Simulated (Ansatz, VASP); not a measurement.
**WC4 in VASP and in Ansatz**

```xyz
5
Lattice="3.5433 0.0000 0.0000 0.0000 3.5433 0.0000 0.0000 0.0000 3.5433" Properties=species:S:1:pos:R:3 pbc="T T T"
W     0.0000    0.0000    0.0000
C     1.2252    1.2252    1.2252
C     2.3181    2.3181    1.2252
C     1.2252    2.3181    2.3181
C     2.3181    1.2252    2.3181
```

Change from the starting cell: species swapped into the SnI4 type (P-43m, No. 215).

Alike in both runs: functional PBE; k mesh 10 × 10 × 10; occupations gaussian, width 0.1 eV; no spin polarisation.

Ansatz relaxed the structure, and its values are those at the end. VASP's run is a single point on that final structure, the one shown.

|  | VASP | Ansatz |
| --- | --- | --- |
| version | VASP 6.6.1 | Ansatz 0.2.0 |
| potentials or method | VASP PAW PBE potentials, release 64 (W_sv, C), cutoff 520 eV | scalar-relativistic, plane waves, PAW |
| valence electrons in the cell | 30 | 30 |

```tsv
	VASP	Ansatz	Ansatz less VASP
gap on the k mesh at the Fermi level (eV)	none	none	-
pressure (GPa)	0.7	0.0	-0.73
rms of the force components (eV/Å)	0.051	0.002	-0.0494
```

A gap of «none» marks a metal or a gap that the smearing closes. With one functional, cell and mesh, what is left measures potentials, basis and numerics.

Neither program's run includes spin-orbit coupling.
